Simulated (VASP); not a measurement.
Input of a VASP 6.6.1 run:

The input POSCAR:

```
HgTe
1.0
    0.0000000000      3.2891578929      3.2891578929
    3.2891578929      0.0000000000      3.2891578929
    3.2891578929      3.2891578929      0.0000000000
Hg Te
1 1
Direct
    0.0000000000      0.0000000000      0.0000000000
    0.2500000000      0.2500000000      0.2500000000
```

Contents of INCAR.step1:

```
SYSTEM = HgTe
  PREC = Accurate
  ENCUT = 520
  ISMEAR = -1
  SIGMA = 0.02
  LREAL = .FALSE.
  LASPH = .TRUE.
  NELM = 60
  NBANDS = 16
  GGA = PE
  ALGO = Normal
  EDIFF = 1E-4
  LWAVE = .TRUE.
  LCHARG = .FALSE.
```

Contents of INCAR.step2:

```
SYSTEM = HgTe
  PREC = Accurate
  ENCUT = 520
  EDIFF = 1E-7
  ISMEAR = -1
  SIGMA = 0.02
  LREAL = .FALSE.
  LASPH = .TRUE.
  NELM = 60
  ALGO = Normal
  ISIF = 2
  LWAVE = .FALSE.
  LCHARG = .TRUE.
  METAGGA = R2SCAN
  LMIXTAU = .TRUE.
  LELF = .TRUE.
  LVHAR = .TRUE.
  NBANDS = 16
  ISTART = 1
```

The input KPOINTS:

```
regular mesh
0
G
  6 6 6
  0 0 0
```

Potentials or basis: VASP PAW PBE potentials, release 64 (Hg, Te).

Command:

```sh
$ cat potpaw_PBE.64/Hg/POTCAR potpaw_PBE.64/Te/POTCAR > POTCAR
$ cp INCAR.step1 INCAR
$ mpirun -np 1 vasp_std > vasp.out
$ cp INCAR.step2 INCAR
$ mpirun -np 1 vasp_std > vasp.out
```

**Question.** Predict the pressure.

**Answer.** 0.0 GPa.

**Question.** Predict the band gap on the k mesh.

**Answer.** Zero (filled and empty bands touch).

Caveat: the PAW data sets were made with another functional, which shifts forces and pressure a little; spin-orbit coupling is left out, which moves the levels of the heavy elements.
